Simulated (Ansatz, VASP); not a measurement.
Sb: VASP beside Ansatz

INCAR

```
PREC     = Accurate       # precision mode
ENCUT    = 520            # plane-wave cutoff, eV
EDIFF    = 1E-7           # SCF threshold, eV
ISMEAR   = 0              # smearing method
SIGMA    = 0.1            # smearing width, eV
LREAL    = F              # projectors in reciprocal space
LASPH    = T              # aspherical terms in the spheres
NELM     = 100            # most SCF steps
ALGO     = Normal         # electronic algorithm
ISIF     = 2              # what is computed and relaxed
LWAVE    = F              # write WAVECAR
LCHARG   = T              # write CHGCAR
GGA      = PS             # functional
LELF     = T              # ELF
LVHAR    = T            
NBANDS   = 8              # bands
```

File KPOINTS:

```
Automatic mesh
0
Gamma
  12 12 12
```

File POSCAR:

```
Sb
1.0
    3.1600000000      0.0000000000      0.0000000000
    0.0000000000      3.1600000000      0.0000000000
    0.0000000000      0.0000000000      3.1600000000
Sb
1
Direct
    0.0474683544      0.0000000000      0.0000000000
```

Input for Ansatz:

```yaml
crystal:
  lattice:
    - [3.16, 0.0, 0.0]
    - [0.0, 3.16, 0.0]
    - [0.0, 0.0, 3.16]
  atoms:
    - { symbol: Sb, position: [0.0474683544, 0.0, 0.0] }
basis:
  ecutwfc: 420
kpoints:
  mp_grid: { grid: [12, 12, 12] }
hamiltonian:
  xc: pbesol
scf:
  occupations: { method: gaussian, width: 0.1 }
output:
  forces: true
  stress: true
  eigenvalues: true
```

Change from the starting cell: one atom moved.

Alike in both runs: task single point; functional PBEsol; k mesh 12 × 12 × 12; occupations gaussian, width 0.1 eV; no spin polarisation.

|  | VASP | Ansatz |
| --- | --- | --- |
| version | VASP 6.6.1 | Ansatz 0.2.0 |
| potentials or method | VASP PAW PBE potentials, release 64 (Sb), cutoff 520 eV | scalar-relativistic, plane waves, PAW |
| valence electrons in the cell | 5 | 15 |

|  | VASP | Ansatz | Ansatz less VASP |
| --- | --- | --- | --- |
| gap on the k mesh at the Fermi level (eV) | none | none | - |
| pressure (GPa) | -4.6 | -4.7 | -0.04 |

VASP's potentials were made for PBE, not for PBEsol. A gap of «none» marks a metal or a gap that the smearing closes. With one functional, cell and mesh, what is left measures potentials, basis and numerics. VASP's potentials hold 5 valence electrons a cell and Ansatz's 15, so a difference there can come from the potentials and not from the codes.

Spin-orbit coupling is off throughout.
